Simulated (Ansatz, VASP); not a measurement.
Two plane-wave programs on Te

Contents of INCAR:

```
ALGO = Normal
EDIFF = 1E-6
ENCUT = 520
GGA = PE
ISIF = 2
ISMEAR = 0
LASPH = True
LCHARG = True
LELF = True
LREAL = False
LVHAR = True
LWAVE = False
NBANDS = 9
NELM = 80
PREC = Accurate
SIGMA = 0.15
```

The input KPOINTS:

```
k-points
0
Gamma
  15 15 15
```

The input POSCAR:

```
Te
1.0
    2.2344135650      1.2900392733      1.9415564271
   -2.2344135650      1.2900392733      1.9415564271
    0.0000000000     -2.5800785465      1.9415564271
Te
1
Direct
    0.5000000000      0.5000000000      0.5000000000
```

Input for Ansatz:

```yaml
crystal:
  lattice:
    - [2.234413565, 1.2900392733, 1.9415564271]
    - [-2.234413565, 1.2900392733, 1.9415564271]
    - [0.0, -2.5800785465, 1.9415564271]
  atoms:
    - { symbol: Te, position: [0.5, 0.5, 0.5] }
basis:
  ecutwfc: 420
kpoints:
  mp_grid: { grid: [15, 15, 15] }
hamiltonian:
  xc: pbe
scf:
  occupations: { method: gaussian, width: 0.15 }
output:
  forces: true
  stress: true
  eigenvalues: true
```

Alike in both runs: task single point; functional PBE; k mesh 15 × 15 × 15; occupations gaussian, width 0.15 eV; no spin polarisation.

|  | VASP | Ansatz |
| --- | --- | --- |
| version | VASP 6.6.1 | Ansatz 0.2.0 |
| potentials or method | VASP PAW PBE potentials, release 64 (Te), cutoff 520 eV | scalar-relativistic, plane waves, PAW |
| valence electrons in the cell | 6 | 16 |

Ansatz gave:

| Quantity | Value |
| --- | --- |
| gap on the k mesh at the Fermi level (eV) | none |
| pressure (GPa) | -1.3 |
| traceless stress, the component that is largest in VASP (GPa) | -0.40 |

Q: What did VASP give for the same quantities?

A: gap on the k mesh at the Fermi level (eV): none; pressure (GPa): -1.4; traceless stress, the component that is largest in VASP (GPa): -0.40.

A gap of «none» marks a metal or a gap that the smearing closes. VASP's potentials hold 6 valence electrons a cell and Ansatz's 16, so a difference there can come from the potentials and not from the codes.

Neither program's run includes spin-orbit coupling.
